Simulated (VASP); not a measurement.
Here is a VASP 6.6.1 calculation.

File INCAR:

```
SYSTEM = Te
PREC = Accurate ; ENCUT = 520
EDIFF = 1E-8 ; ISMEAR = -1
SIGMA = 0.05 ; LREAL = .FALSE.
LASPH = .TRUE. ; NELM = 100
ALGO = Normal ; ISIF = 2
LWAVE = .FALSE. ; LCHARG = .FALSE.
GGA = PE ; LEFG = .TRUE.
NBANDS = 16
```

The input KPOINTS:

```
Automatic mesh
0
G
  8 8 8
  0 0 0
```

File POSCAR:

```
Te
1.0
    4.2103880000     -2.3288590000      0.0186290000
    4.2578120000      2.4135410000      0.0660530000
   -0.0908765000      0.0382690000      3.9560455000
Te
3
Direct
    0.6760000000      0.6760000000      0.6750000000
    0.3240000000      0.3240000000      0.3250000000
    0.0000000000      0.0000000000      0.0000000000
```

Potentials or basis: VASP PAW PBE potentials, release 64 (Te).

Launch:

```bash
$ cat potpaw_PBE.64/Te/POTCAR > POTCAR
$ mpirun -np 1 vasp_std > vasp.out
```

Question: Predict the band gap on the k mesh.

Answer: Zero (bands 9 and 10 overlap by 3.50 eV).

Question: What does it give for the largest force?

Answer: 0.468 eV/Å.

Question: Predict the pressure.

Answer: 9.4 GPa.

Stress tensor (GPa, compression positive):
```
 8.69 -0.43  0.13
-0.43  9.68 -0.41
 0.13 -0.41  9.77
```

Caveat: the cell differs from its parent crystal (equal xy, yz and zx shear strains of +2 %); the cell stands under pressure; without QUAD_EFG the Cq values of the log hold for a quadrupole moment of 1 mb, not for the nuclei; spin-orbit coupling is left out, which moves the levels of the heavy elements.
